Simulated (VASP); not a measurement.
Wanted: the native input for a VASP 6.6.1 run.

```yaml
Task: single point
Functional: r2SCAN
Potentials_or_basis: VASP PAW PBE potentials, release 64 (P)
Cutoff: 520 eV
k_mesh: 8 × 1 × 6
Occupations: gaussian, width 0.05 eV
Spin: no spin polarisation
Dipole_correction: no
Further_INCAR_settings: ALGO = Normal; EDIFF = 1e-06; NBANDS = 18
```

System: P, a slab with vacuum.

```
P
1.0
     3.03745    0.00000    0.00000
     0.00000   32.24275    0.00000
     0.00000    0.00000    4.63208
P
4
Direct
  0.00000 0.97026 0.59215
  0.00000 0.02974 0.40785
  0.50000 0.02974 0.09215
  0.50000 0.97026 0.90785
```

This cell differs from its parent crystal: strain -0.0750 x Voigt [1, 1, 0, 0, 0, 0].

These files were run (other wordings do the same):

POSCAR

```
P
1.0
    3.0374481410      0.0000000000      0.0000000000
    0.0000000000     32.2427536658      0.0000000000
    0.0000000000      0.0000000000      4.6320847100
P
4
Direct
    0.0000000000      0.9702614300      0.5921507200
    0.0000000000      0.0297385700      0.4078492800
    0.5000000000      0.0297385700      0.0921507200
    0.5000000000      0.9702614300      0.9078492800
```

INCAR.step1

```
PREC = Accurate
ENCUT = 520
ISMEAR = 0
SIGMA = 0.05
LREAL = F
LASPH = T
NELM = 80
NBANDS = 18
GGA = PE
ALGO = Normal
EDIFF = 1E-4
LWAVE = T
LCHARG = F
```

INCAR.step2

```
PREC = Accurate
ENCUT = 520
EDIFF = 1E-6
ISMEAR = 0
SIGMA = 0.05
LREAL = F
LASPH = T
NELM = 80
ALGO = Normal
ISIF = 2
LWAVE = F
LCHARG = F
METAGGA = R2SCAN
LMIXTAU = T
NBANDS = 18
ISTART = 1
```

KPOINTS

```
regular mesh
0
Gamma
  8 1 6
```

Potentials or basis: VASP PAW PBE potentials, release 64 (P).

The run is started by

```console
$ cat potpaw_PBE.64/P/POTCAR > POTCAR
$ cp INCAR.step1 INCAR
$ mpirun -np 1 vasp_std > vasp.out
$ cp INCAR.step2 INCAR
$ mpirun -np 1 vasp_std > vasp.out
```

Results of the run:

```
Largest force          : 1.746 eV/Å
Band gap on the k mesh : 1.22 eV (least direct gap 1.45 eV)
```

Caveat: the cell differs from its parent crystal (strain -0.0750 x Voigt [1, 1, 0, 0, 0, 0]); there is no dipole correction, which matters where the two faces differ; the PAW data sets were made with another functional, which shifts forces and pressure a little.

Wall time 6 min on 1 thread of Intel(R) Xeon(R) 6975P-C (Granite Rapids) (shared host), peak memory 0.55 GiB.
